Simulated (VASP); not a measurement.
# TaMo4 (P4/mmm) in VASP: notebook

Runs on TaMo4. Level: PBE. Tasks: single point.

Everything below comes from runs of VASP 6.6.1. Logs are shortened: lines on timing, memory, paths and dates and some standing lists are left out, and cuts for length are marked.

## Step 1: The cell of the first run

It takes space group P4/mmm (No. 123, tetragonal). Conventional cell: a = 5.930 Å, b = 5.930 Å, c = 2.667 Å, α = 90.00°, β = 90.00°, γ = 90.00°. Ta (site symmetry 4/mmm) has 2 Ta at 2.67 Å and 8 Mo at 3.19 Å within 3.5 Å. Mo (site symmetry m2m) has 5 Mo at 2.38 to 2.67 Å within 3.1 Å.

## Step 2: Single point, PBE

Contents of INCAR:

```
ALGO     = Fast           # electronic algorithm
EDIFF    = 1E-6           # SCF threshold, eV
ENCUT    = 520            # plane-wave cutoff, eV
GGA      = PE             # functional
ISIF     = 2              # what is computed and relaxed
ISMEAR   = 0              # smearing method
LASPH    = True           # aspherical terms in the spheres
LCHARG   = False          # write CHGCAR
LREAL    = False          # projectors in reciprocal space
LWAVE    = False          # write WAVECAR
NBANDS   = 42             # bands
NELM     = 100            # most SCF steps
PREC     = Accurate       # precision mode
SIGMA    = 0.1            # smearing width, eV
```

Contents of KPOINTS:

```
k-points
0
Gamma
  4 4 4
```

Contents of POSCAR:

```
TaMo4
1.0
    5.9303665082      0.0000000000      0.0000000000
    0.0000000000      5.9303665082      0.0000000000
    0.0000000000      0.0000000000      2.6669232122
Ta Mo
1 4
Direct
    0.0000000000      0.0000000000      0.5000000000
    0.2002758825      0.5000000000      0.5000000000
    0.7997241175      0.5000000000      0.5000000000
    0.5000000000      0.7997241175      0.5000000000
    0.5000000000      0.2002758825      0.5000000000
```

Potentials or basis: VASP PAW PBE potentials, release 64 (Ta_pv, Mo_sv).

On the command line:

```sh
$ cat potpaw_PBE.64/Ta_pv/POTCAR potpaw_PBE.64/Mo_sv/POTCAR > POTCAR
$ mpirun -np 1 vasp_std > vasp.out
```

OUTCAR:

```text
EDIFF = 1E-6
   ENCUT = 520
   GGA = PE
   ISIF = 2
   ISMEAR = 0
   LASPH = True
   LREAL = False
   NELM = 100
   PREC = Accurate

 ion  position               nearest neighbor table
   1  0.000  0.000  0.500-   2 3.19   3 3.19   4 3.19   5 3.19   2 3.19   3 3.19   4 3.19   5 3.19

   2  0.200  0.500  0.500-   3 2.38   4 2.51   5 2.51   1 3.19   1 3.19
   3  0.800  0.500  0.500-   2 2.38   4 2.51   5 2.51   1 3.19   1 3.19
   4  0.500  0.800  0.500-   5 2.38   3 2.51   2 2.51   1 3.19   1 3.19
   5  0.500  0.200  0.500-   4 2.38   3 2.51   2 2.51   1 3.19   1 3.19

  LATTYP: Found a simple tetragonal cell.
 ALAT       =     5.9303665082
 C/A-ratio  =     0.4497063054

  Lattice vectors:

 A1 = (   5.9303665082,   0.0000000000,   0.0000000000)
 A2 = (   0.0000000000,   5.9303665082,   0.0000000000)
 A3 = (   0.0000000000,   0.0000000000,   2.6669232122)

Analysis of symmetry for initial positions (statically):
=====================================================================
 Subroutine PRICEL returns:
 Original cell was already a primitive cell.

 Routine SETGRP: Setting up the symmetry group for a
 simple tetragonal supercell.

 Subroutine GETGRP returns: Found 16 space group operations
 (whereof 16 operations were pure point group operations)
 out of a pool of 16 trial point group operations.

The static configuration has the point symmetry D_4h.

Analysis of symmetry for dynamics (positions and initial velocities):
=====================================================================
 Subroutine PRICEL returns:
 Original cell was already a primitive cell.

 Routine SETGRP: Setting up the symmetry group for a
 simple tetragonal supercell.

 Subroutine GETGRP returns: Found 16 space group operations
 (whereof 16 operations were pure point group operations)
 out of a pool of 16 trial point group operations.

The dynamic configuration has the point symmetry D_4h.

 Subroutine INISYM returns: Found 16 space group operations
 (whereof 16 operations are pure point group operations),
 and found     1 'primitive' translations

----------------------------------------------------------------------------------------

                                     Primitive cell

  volume of cell :      93.7937

  direct lattice vectors                    reciprocal lattice vectors
     5.930366508  0.000000000  0.000000000     0.168623642  0.000000000  0.000000000
     0.000000000  5.930366508  0.000000000     0.000000000  0.168623642  0.000000000
     0.000000000  0.000000000  2.666923212     0.000000000  0.000000000  0.374963927

  length of vectors
     5.930366508  5.930366508  2.666923212     0.168623642  0.168623642  0.374963927

  position of ions in fractional coordinates (direct lattice)
     0.000000000  0.000000000  0.500000000
     0.200275883  0.500000000  0.500000000
     0.799724117  0.500000000  0.500000000
     0.500000000  0.799724117  0.500000000
     0.500000000  0.200275883  0.500000000

  ion indices of the primitive-cell ions
   primitive index   ion index
                 1           1
                 2           2
                 3           3
                 4           4
                 5           5

----------------------------------------------------------------------------------------

 KPOINTS: k-points

Automatic generation of k-mesh.
 Grid dimensions read from file:
 generate k-points for:    4    4    4

 Generating k-lattice:

  Cartesian coordinates                     Fractional coordinates (reciprocal lattice)
     0.042155911  0.000000000  0.000000000     0.250000000  0.000000000  0.000000000
     0.000000000  0.042155911  0.000000000     0.000000000  0.250000000  0.000000000
     0.000000000  0.000000000  0.093740982     0.000000000  0.000000000  0.250000000

  Length of vectors
     0.042155911  0.042155911  0.093740982

  Shift w.r.t. Gamma in fractional coordinates (k-lattice)
     0.000000000  0.000000000  0.000000000

 Subroutine IBZKPT returns following result:
 ===========================================

 Found     18 irreducible k-points:

 Following reciprocal coordinates:
            Coordinates               Weight
  0.000000  0.000000  0.000000      1.000000
  0.250000  0.000000  0.000000      4.000000
  0.500000  0.000000  0.000000      2.000000
  0.250000  0.250000  0.000000      4.000000
  0.500000  0.250000  0.000000      4.000000
  0.500000  0.500000  0.000000      1.000000
[... 10 lines left out ...]
  0.500000  0.250000  0.500000      4.000000
  0.500000  0.500000  0.500000      1.000000
   k-points           NKPTS =     18   k-points in BZ     NKDIM =     18   number of bands    NBANDS=     42
   number of dos      NEDOS =    301   number of ions     NIONS =      5
   total plane-waves  NPLWV =  46080
   dimension x,y,z NGX =    48 NGY =   48 NGZ =   20
   dimension x,y,z NGXF=    96 NGYF=   96 NGZF=   40
   ions per type =               1   4
   NGX,Y,Z   is equivalent  to a cutoff of  13.46, 13.46, 12.47 a.u.
   NGXF,Y,Z  is equivalent  to a cutoff of  26.91, 26.91, 24.93 a.u.
 SYSTEM =  unknown system
   PREC   = accura    normal or accurate (medium, high low for compatibility)
   ISTART =      0    job   : 0-new  1-cont  2-samecut
   ICHARG =      2    charge: 1-file 2-atom 10-const
   ISPIN  =      1    spin polarized calculation?
   LNONCOLLINEAR =      F non collinear calculations
   LSORBIT =      F    spin-orbit coupling
   LASPH  =      T    aspherical Exc in radial PAW
   ENCUT  =  520.0 eV  38.22 Ry    6.18 a.u.  11.03 11.03  4.96*2*pi/ulx,y,z
   NELM   =    100;   NELMIN=  2; NELMDL= -5     # of ELM steps
   EDIFF  = 0.1E-05   stopping-criterion for ELM
   LREAL  =      F    real-space projection
   EDIFFG = 0.1E-04   stopping-criterion for IOM
   NSW    =      0    number of steps for IOM
   IBRION =     -1    ionic relax: 0-MD 1-quasi-New 2-CG
   NFREE  =      0    steps in history (QN), initial steepest desc. (CG)
   ISIF   =      2    stress and relaxation
   ISYM   =      2    0-nonsym 1-usesym 2-fastsym
   POTIM  = 0.5000    time-step for ionic-motion
   TEBEG  =    0.0;   TEEND  =   0.0 temperature during run
   PSTRESS=    0.0 pullay stress
   NELECT =      67.0000    total number of electrons
   NUPDOWN=      -1.0000    fix difference up-down
   EMIN   =  10.00;   EMAX   =-10.00  energy-range for DOS
   EFERMI =   0.00;   METHOD = LEGACY
   ISMEAR =     0;   SIGMA  =   0.10  broadening in eV -4-tet -1-fermi 0-gaus
   EFERMI_NEDOS =   21; number of points for ismear=-14 and -15
   IALGO  =     68    algorithm
   IMIX   =      4    mixing-type and parameters
     AMIX     =   0.40;   BMIX     =  1.00
     AMIX_MAG =   1.60;   BMIX_MAG =  1.00
  volume/ion in A,a.u.               =      18.76       126.59
  Fermi-wavevector in a.u.,A,eV,Ry     =   1.463441  2.765503 29.139050  2.141660
  Thomas-Fermi vector in A             =   2.579536
   LORBIT       =      0    0 simple, 1 ext, 2 COOP (PROOUT), +10 PAW based schemes
   GGA     = PE    functional components
   LHFCALC =     F    Hartree Fock is set to
   AEXX    =    0.0000 exact exchange contribution
   IVDW    =     0    specifies the selected vdW correction
   LEPSILON=     F    determine dielectric tensor
   LRPA    =     F    only Hartree local field effects (RPA)
 non-spin polarized calculation
 RMM-DIIS sequential band-by-band and
 Gauss-broadening in eV      SIGMA  =   0.10
  energy-cutoff  :      520.00
  volume of cell :       93.79
 maximum number of plane-waves:      2554
 NGX is ok and might be reduce to    48
   NGX = 23   NGY = 23   NGZ =  9

 number of electron      67.0000007 magnetization

 Free energy of the ion-electron system (eV)
  ---------------------------------------------------
  ext. energy  EPLUGINS =         0.00000000
  ---------------------------------------------------
  free energy    TOTEN  =       -49.02769948 eV

  energy without entropy =      -48.99131382  energy(sigma->0) =      -49.00950665

 E-fermi :   9.0349     XC(G=0): -12.2286

 val. band max:        9.0197754963   @ k =   0.0000   0.0000   0.2500
 cond. band min:       9.0467035919   @ k =   0.2500   0.0000   0.2500
 fundamental gap:      0.0269280956
 Fermi energy:         9.0348735941

 k-point     1 :       0.0000    0.0000    0.0000
  band No.  band energies     occupation
      1     -51.9863      2.00000
      2     -51.7159      2.00000
      3     -51.6050      2.00000
      4     -51.6050      2.00000
      5     -27.1618      2.00000
      6     -26.2396      2.00000
[... 34 lines left out ...]
     41      12.1864      0.00000
     42      12.1894      0.00000

 k-point     2 :       0.2500    0.0000    0.0000
  band No.  band energies     occupation
      1     -51.9610      2.00000
      2     -51.7784      2.00000
      3     -51.6050      2.00000
      4     -51.5678      2.00000
      5     -27.0720      2.00000
      6     -26.4773      2.00000
[... 34 lines left out ...]
     41      11.8962      0.00000
     42      12.1744      0.00000

 k-point     3 :       0.5000    0.0000    0.0000
  band No.  band energies     occupation
      1     -51.9133      2.00000
      2     -51.8497      2.00000
      3     -51.6050      2.00000
      4     -51.5442      2.00000
      5     -26.8341      2.00000
      6     -26.8105      2.00000
[... 34 lines left out ...]
     41      11.8123      0.00000
     42      12.0766      0.00000

 k-point     4 :       0.2500    0.2500    0.0000
  band No.  band energies     occupation
      1     -51.9367      2.00000
      2     -51.8004      2.00000
      3     -51.6576      2.00000
      4     -51.5174      2.00000
      5     -26.9987      2.00000
      6     -26.5827      2.00000
[... 574 lines left out ...]
     41      11.9515      0.00000
     42      12.7505      0.00000

 k-point    17 :       0.5000    0.2500    0.5000
  band No.  band energies     occupation
      1     -51.7389      2.00000
      2     -51.7007      2.00000
      3     -51.5351      2.00000
      4     -51.3508      2.00000
      5     -26.6965      2.00000
      6     -26.6497      2.00000
[... 34 lines left out ...]
     41      12.9394      0.00000
     42      13.1737      0.00000

 k-point    18 :       0.5000    0.5000    0.5000
  band No.  band energies     occupation
      1     -51.7007      2.00000
      2     -51.7007      2.00000
      3     -51.5997      2.00000
      4     -51.3243      2.00000
      5     -26.6951      2.00000
      6     -26.6301      2.00000
[... 34 lines left out ...]
     41      12.2186      0.00000
     42      13.7441      0.00000

------------------------ aborting loop because EDIFF is reached ----------------------------------------

  FORCE on cell =-STRESS in cart. coord.  units (eV):
  Direction    XX          YY          ZZ          XY          YZ          ZX
  --------------------------------------------------------------------------------------
  -------------------------------------------------------------------------------------
  Total        0.2795194      0.2795194      0.0120554      0.0000000      0.0000000      0.0000000
  in kB        4.7747310      4.7747310      0.2059294      0.0000000      0.0000000      0.0000000
  external PRESSURE =       3.2517972 kB  Pullay stress =       0.0000000 kB

 VOLUME and BASIS-vectors are now :
 -----------------------------------------------------------------------------
  energy-cutoff  :      520.00
  volume of cell :       93.79
      direct lattice vectors                 reciprocal lattice vectors
     5.930366508  0.000000000  0.000000000     0.168623642  0.000000000  0.000000000
     0.000000000  5.930366508  0.000000000     0.000000000  0.168623642  0.000000000
     0.000000000  0.000000000  2.666923212     0.000000000  0.000000000  0.374963927

 POSITION                                       TOTAL-FORCE (eV/Angst)
 -----------------------------------------------------------------------------------
      0.00000      0.00000      1.33346        -0.000000      0.000000      0.000000
      1.18771      2.96518      1.33346         0.010559      0.000000      0.000000
      4.74266      2.96518      1.33346        -0.010559      0.000000      0.000000
      2.96518      4.74266      1.33346        -0.000000     -0.010559     -0.000000
      2.96518      1.18771      1.33346        -0.000000      0.010559     -0.000000
 -----------------------------------------------------------------------------------
    total drift:                                0.000000      0.000000      0.000000

  FREE ENERGIE OF THE ION-ELECTRON SYSTEM (eV)
  ---------------------------------------------------
  free  energy   TOTEN  =       -49.0276994809 eV

  energy  without entropy=      -48.9913138211  energy(sigma->0) =      -49.00950665
```

Run time: 1.8 min. Hardware: 1 thread of Intel Xeon Platinum 8488C (Sapphire Rapids), shared host; peak memory 0.23 GiB.

Results:

```
Free energy   : -49.0277 eV
Pressure      : 0.3 GPa
Largest force : 0.011 eV/Å
```

Forces on the atoms (eV/Å):
```
Ta   0.000  0.000  0.000
Mo   0.011  0.000  0.000
Mo  -0.011  0.000  0.000
Mo   0.000 -0.011  0.000
Mo   0.000  0.011  0.000
```

Levels at points of the mesh, in eV from the Fermi level:
```tsv
k point	band 31	band 32	band 33	band 34	band 35	band 36
(0.00, 0.00, 0.00)	-1.57	-1.50	-0.88	-0.18	-0.14	1.34
(0.50, 0.00, 0.00)	-1.58	-0.26	0.05	0.32	0.46	0.54
(0.50, 0.50, 0.00)	-1.93	-1.93	-1.49	0.59	0.59	0.90
(0.00, 0.00, 0.50)	-0.69	-0.23	-0.16	0.56	0.70	0.70
(0.50, 0.00, 0.50)	-0.97	-0.87	-0.71	-0.27	0.37	0.89
(0.50, 0.50, 0.50)	-0.76	-0.76	-0.67	-0.37	-0.29	-0.29
```

Caveat: the k points lie up to 0.59 Å⁻¹ apart; spin-orbit coupling is left out, which moves the levels of the heavy elements.

## Step 3: Single point, PBE

This run uses another cell than the first one, of 20.92 Å³/atom, 1.115 times its volume.

Contents of INCAR:

```
SYSTEM = TaMo4
  PREC = Accurate
  ENCUT = 520
  EDIFF = 1E-6
  ISMEAR = 0
  SIGMA = 0.1
  LREAL = .False.
  LASPH = .True.
  NELM = 80
  ALGO = Normal
  ISIF = 2
  LWAVE = .False.
  LCHARG = .False.
  GGA = PE
  NBANDS = 42
```

Contents of KPOINTS:

```
regular mesh
0
Gamma
  4 4 4
  0 0 0
```

Contents of POSCAR:

```
TaMo4
1.0
    4.9517724500      0.0000000000      0.0000000000
    0.0000000000      4.9517724500      0.0000000000
    0.0000000000      0.0000000000      4.2667939600
Ta Mo
1 4
Direct
    0.0000000000      0.0000000000      0.5000000000
    0.2560324900      0.5000000000      0.5000000000
    0.7439675100      0.5000000000      0.5000000000
    0.5000000000      0.7439675100      0.5000000000
    0.5000000000      0.2560324900      0.5000000000
```

Potentials or basis: VASP PAW PBE potentials, release 64 (Ta_pv, Mo_sv).

On the command line:

```sh
$ cat potpaw_PBE.64/Ta_pv/POTCAR potpaw_PBE.64/Mo_sv/POTCAR > POTCAR
$ mpirun -np 1 vasp_std > vasp.out
```

Wall time 1.7 min (1 thread of Intel Xeon Platinum 8488C (Sapphire Rapids), shared host); peak memory 0.24 GiB.

Results (log left out):

```
Free energy   : -11.3923 eV
Pressure      : 155.9 GPa
Largest force : 57.492 eV/Å
```

Forces in eV/Å, atoms in the order of the input:
```
Ta    0.000   0.000   0.000
Mo  -57.492   0.000   0.000
Mo   57.492   0.000   0.000
Mo    0.000  57.492   0.000
Mo    0.000 -57.492   0.000
```

Stress tensor (GPa, compression positive):
```
237.70   0.00   0.00
  0.00 237.70   0.00
  0.00   0.00  -7.73
```

Levels at points of the mesh, in eV from the Fermi level:
| k point | band 30 | band 31 | band 32 | band 33 | band 34 | band 35 | band 36 | band 37 | band 38 | band 39 |
| --- | --- | --- | --- | --- | --- | --- | --- | --- | --- | --- |
| (0.00, 0.00, 0.00) | -1.15 | -0.13 | 0.46 | 0.46 | 0.51 | 0.51 | 1.18 | 1.18 | 2.20 | 2.33 |
| (0.50, 0.00, 0.00) | -1.79 | -1.45 | -0.85 | -0.83 | 0.42 | 0.43 | 0.48 | 1.37 | 2.91 | 3.37 |
| (0.50, 0.50, 0.00) | -1.58 | -1.14 | -1.04 | -0.79 | -0.74 | -0.74 | 0.10 | 0.10 | 2.94 | 3.94 |
| (0.00, 0.00, 0.50) | -1.43 | -0.89 | 0.00 | 0.00 | 0.51 | 0.51 | 1.13 | 1.89 | 2.12 | 2.12 |
| (0.50, 0.00, 0.50) | -1.60 | -1.41 | -1.06 | -0.51 | -0.42 | 0.36 | 0.87 | 2.06 | 2.68 | 3.14 |
| (0.50, 0.50, 0.50) | -1.87 | -0.73 | -0.72 | -0.27 | -0.27 | 1.10 | 1.10 | 1.65 | 1.70 | 2.37 |

Caveat: the k points lie up to 0.37 Å⁻¹ apart; spin-orbit coupling is left out, which moves the levels of the heavy elements; forces of over 1 eV/Å act on the atoms, so gaps and moduli don't describe the material at rest.

## Step 4: Single point, PBE

This run uses another cell than the first one, of 18.63 Å³/atom, 0.993 times its volume.

Contents of INCAR:

```
  PREC = Accurate
  ENCUT = 520
  EDIFF = 1E-6
  ISMEAR = 0
  SIGMA = 0.1
  LREAL = False
  LASPH = True
  NELM = 80
  ALGO = Normal
  ISIF = 2
  LWAVE = False
  LCHARG = False
  GGA = PE
  NBANDS = 42
```

Contents of KPOINTS:

```
Automatic mesh
0
Gamma
  4 4 6
```

Contents of POSCAR:

```
TaMo4
1.0
    5.9636777050      0.0000000000      0.0000000000
    0.0000000000      5.9636777050      0.0000000000
    0.0000000000      0.0000000000      2.6186359357
Ta Mo
1 4
Direct
    0.0000000000      0.0000000000      0.5000000000
    0.1988783524      0.5000000000      0.5000000000
    0.8011216476      0.5000000000      0.5000000000
    0.5000000000      0.8011216476      0.5000000000
    0.5000000000      0.1988783524      0.5000000000
```

On the command line:

```sh
$ cat potpaw_PBE.64/Ta_pv/POTCAR potpaw_PBE.64/Mo_sv/POTCAR > POTCAR
$ mpirun -np 1 vasp_std > vasp.out
```

Run time: 87 s. Hardware: 1 thread of Intel Xeon Platinum 8488C (Sapphire Rapids), shared host; peak memory 0.24 GiB.

The run converged. Its results:

- Free energy: -49.8718 eV
- Pressure: 0.4 GPa
- Largest force: 0.004 eV/Å

Forces on the atoms (eV/Å):
```
Ta   0.000  0.000  0.000
Mo  -0.004  0.000  0.000
Mo   0.004  0.000  0.000
Mo   0.000  0.004  0.000
Mo   0.000 -0.004  0.000
```

Stress tensor (GPa, compression positive):
```
0.46 0.00 0.00
0.00 0.46 0.00
0.00 0.00 0.29
```

Levels at points of the mesh, in eV from the Fermi level:
| k point | band 30 | band 31 | band 32 | band 33 | band 34 | band 35 | band 36 | band 37 |
| --- | --- | --- | --- | --- | --- | --- | --- | --- |
| (0.00, 0.00, 0.00) | -1.49 | -1.49 | -1.38 | -0.70 | -0.09 | 0.29 | 1.55 | 1.80 |
| (0.50, 0.00, 0.00) | -2.25 | -1.48 | -0.19 | 0.18 | 0.57 | 0.78 | 0.96 | 1.02 |
| (0.50, 0.50, 0.00) | -1.90 | -1.83 | -1.83 | -1.36 | 1.01 | 1.01 | 1.24 | 1.24 |
| (0.00, 0.00, 0.50) | -0.88 | -0.43 | 0.01 | 0.24 | 0.72 | 0.78 | 0.93 | 0.93 |
| (0.50, 0.00, 0.50) | -1.49 | -0.83 | -0.60 | -0.51 | -0.17 | 0.36 | 1.02 | 1.14 |
| (0.50, 0.50, 0.50) | -0.69 | -0.59 | -0.55 | -0.55 | -0.21 | -0.21 | -0.08 | 0.96 |

Caveat: the k points lie up to 0.40 Å⁻¹ apart; spin-orbit coupling is left out, which moves the levels of the heavy elements.

## Step 5: Overview

| cell | k mesh | gap on the mesh (eV) | pressure (GPa) | largest force (eV/Å) |
| --- | --- | --- | --- | --- |
| a = 5.930, b = 5.930, c = 2.667 Å, 5 atoms | 4 × 4 × 4 | none | 0.3 | 0.01 |
| a = 4.952, b = 4.952, c = 4.267 Å, 5 atoms | 4 × 4 × 4 | none | 155.9 | 57.49 |
| a = 5.964, b = 5.964, c = 2.619 Å, 5 atoms | 4 × 4 × 6 | none | 0.4 | - |

Alike in all rows: task single point; level PBE; potentials or basis VASP PAW PBE potentials, release 64 (Ta_pv, Mo_sv); no spin polarisation; cutoff (eV) 520; smearing gaussian 0.1 eV.

Caveats: all runs use coarse meshes; spin-orbit coupling is left out, which moves the levels of the heavy elements; forces of over 1 eV/Å act on the atoms, so gaps and moduli don't describe the material at rest (some runs).

Total energies depend on the potentials used, so only differences within one code and one set of settings carry meaning.
